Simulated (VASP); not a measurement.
Runs of VASP 6.6.1 on MnSi. Symmetry: P2_13, No. 198, cubic system. The conventional cell has a = 4.558 Å, b = 4.558 Å, c = 4.558 Å, α = 90.00°, β = 90.00°, γ = 90.00°. Within 3.1 Å of Mn (site symmetry 3) lie 7 Si at 2.31 to 2.54 Å and 6 Mn at 2.80 Å. Si (site symmetry 3) has 7 Mn at 2.31 to 2.54 Å and 6 Si at 2.82 Å within 3.1 Å. 

```csv
fixed moment (μB),pressure (GPa),moment (μB),largest force (eV/Å)
12.0,29.0,12.00,0.80
20.0,77.9,20.00,2.06
2.0,(a),2.00,0.63
8.0,(b),8.00,0.10
18.0,66.0,18.00,1.81
```

Alike in all rows: task single point; level PBE+U; potentials or basis VASP PAW PBE potentials, release 64 (Mn_pv, Si); spin collinear, ferromagnetic start; Mn d U = 3.9 eV; cell as given; k mesh 5 × 5 × 5; cutoff (eV) 520; smearing gaussian 0.05 eV.

Q: Fill in the values left out.

A: (a) -0.4; (b) 8.7.

Caveats: the total moment is fixed, so each spin has its own Fermi level and the state may be an excited one; the U is typed as a test and isn't derived for this compound; the cell stands under pressure (at least some runs); forces of over 1 eV/Å act on the atoms, so gaps and moduli don't describe the material at rest (at least some runs).
